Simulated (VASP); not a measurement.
Wanted: the native input for a VASP 6.6.1 run.

| Property | Result |
| --- | --- |
| Task | relaxation of cell and atoms |
| Functional | PBE |
| Potentials or basis | VASP PAW PBE potentials, release 64 (Cd, Se) |
| Cutoff | 600 eV |
| k mesh | 9 × 9 × 6 |
| Occupations | gaussian, width 0.02 eV |
| Spin | no spin polarisation |
| Dipole correction | no |
| Further INCAR settings | ALGO = Normal; EDIFF = 1e-07; IBRION = 2; EDIFFG = -0.002; NSW = 100; ISIF = 3 |

The structure of CdSe lies in POSCAR:

```
CdSe
1.0
    4.3830142939      0.0000000000      0.0000000000
   -2.1915071469      3.7958017237      0.0000000000
    0.0000000000      0.0000000000      7.1552701297
Cd Se
2 2
Direct
    0.3333333333      0.6666666667      0.0046378005
    0.6666666667      0.3333333333      0.5046378005
    0.3333333333      0.6666666667      0.3803621995
    0.6666666667      0.3333333333      0.8803621995
```

One way to write it, as run:

INCAR

```
SYSTEM = CdSe
PREC = Accurate ; ENCUT = 600
EDIFF = 1E-7 ; ISMEAR = 0
SIGMA = 0.02 ; LREAL = .FALSE.
LASPH = .TRUE. ; NELM = 100
ALGO = Normal ; ISIF = 3
LWAVE = .FALSE. ; LCHARG = .FALSE.
GGA = PE ; IBRION = 2
NSW = 100 ; EDIFFG = -0.002
```

KPOINTS

```
regular mesh
0
G
  9 9 6
  0 0 0
```

Potentials or basis: VASP PAW PBE potentials, release 64 (Cd, Se).

Launch:

```bash
$ cat potpaw_PBE.64/Cd/POTCAR potpaw_PBE.64/Se/POTCAR > POTCAR
$ mpirun -np 1 vasp_std > vasp.out
```

It gave:

```json
{
 "Relaxed volume": "29.89 Å³/atom",
 "Relaxed cell": "a = 4.390 Å, b = 4.390 Å, c = 7.166 Å, α = 90.00°, β = 90.00°, γ = 120.00°",
 "Space group after relaxing (to 0.1 Å)": "P6_3mc (No. 186)",
 "Energy gained by relaxing": "0.1 meV/atom",
 "Ionic steps": "3",
 "Pressure after relaxing": "0.0 GPa",
 "Band gap on the k mesh": "0.53 eV"
}
```

Caveat: semilocal functionals underestimate gaps, and a narrow one can read as zero.

Run time: 2.4 min on 1 thread of Intel(R) Xeon(R) 6975P-C (Granite Rapids) (shared host), peak memory 0.36 GiB.
